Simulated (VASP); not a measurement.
Write the native input for VASP 6.6.1 that does the following.

| Item | Value |
| --- | --- |
| Task | density of states |
| Functional | PBE |
| Potentials or basis | VASP PAW PBE potentials, release 64 (Ni) |
| Cutoff | 520 eV |
| k mesh | 19 × 19 × 19 |
| Occupations | fermi-dirac, width 0.05 eV |
| Spin | collinear spin, ferromagnetic start |
| Starting moments | [1.0] μB |
| Dipole correction | no |
| k mesh for the DOS | 29 × 29 × 29 |
| Occupations for the DOS | tetrahedron |
| Further INCAR settings | ALGO = Normal; EDIFF = 1e-06; NBANDS = 15 |

Crystal: Ni.

```xyz
1
Lattice="-1.4002 1.4002 1.4002 1.4002 -1.4002 1.4002 1.4002 1.4002 -1.4002" Properties=species:S:1:pos:R:3 pbc="T T T"
Ni    0.0000    0.0000    0.0000
```

The input as run:

POSCAR

```
Ni
1.0
   -1.4002437888      1.4002437888      1.4002437888
    1.4002437888     -1.4002437888      1.4002437888
    1.4002437888      1.4002437888     -1.4002437888
Ni
1
Direct
    0.0000000000      0.0000000000      0.0000000000
```

INCAR.step1

```
SYSTEM = Ni
PREC = Accurate
ENCUT = 520
EDIFF = 1E-6
ISMEAR = -1
SIGMA = 0.05
LREAL = .FALSE.
LASPH = .TRUE.
NELM = 150
ALGO = Normal
ISIF = 2
LWAVE = .FALSE.
LCHARG = .TRUE.
ISPIN = 2
MAGMOM = 1
LMAXMIX = 4
GGA = PE
NBANDS = 15
```

KPOINTS.step1

```
Automatic mesh
0
G
  19 19 19
  0 0 0
```

INCAR.step2

```
SYSTEM = Ni
PREC = Accurate
ENCUT = 520
EDIFF = 1E-6
ISMEAR = -5
SIGMA = 0.05
LREAL = .FALSE.
LASPH = .TRUE.
NELM = 150
ALGO = Normal
ISIF = 2
LWAVE = .FALSE.
LCHARG = .FALSE.
ISPIN = 2
MAGMOM = 1
LORBIT = 11
LMAXMIX = 4
GGA = PE
NBANDS = 15
NEDOS = 1001
ICHARG = 11
```

KPOINTS.step2

```
Automatic mesh
0
G
  29 29 29
  0 0 0
```

Potentials or basis: VASP PAW PBE potentials, release 64 (Ni).

Run with:

```sh
$ cat potpaw_PBE.64/Ni/POTCAR > POTCAR
$ cp INCAR.step1 INCAR
$ cp KPOINTS.step1 KPOINTS
$ mpirun -np 1 vasp_std > vasp.out
$ cp INCAR.step2 INCAR
$ cp KPOINTS.step2 KPOINTS
$ mpirun -np 1 vasp_std > vasp.out
```

Results of the run:

```
Net moment                                            : 0.53 μB per cell
Site moments                                          : Ni +0.55 μB
Valence electrons inside the program's atomic spheres : Ni 9.30
```

It took 2.7 min on 1 thread of Intel(R) Xeon(R) Platinum 8259CL CPU @ 2.50GHz (Skylake/Cascade Lake), on a shared host, peak memory 0.42 GiB.
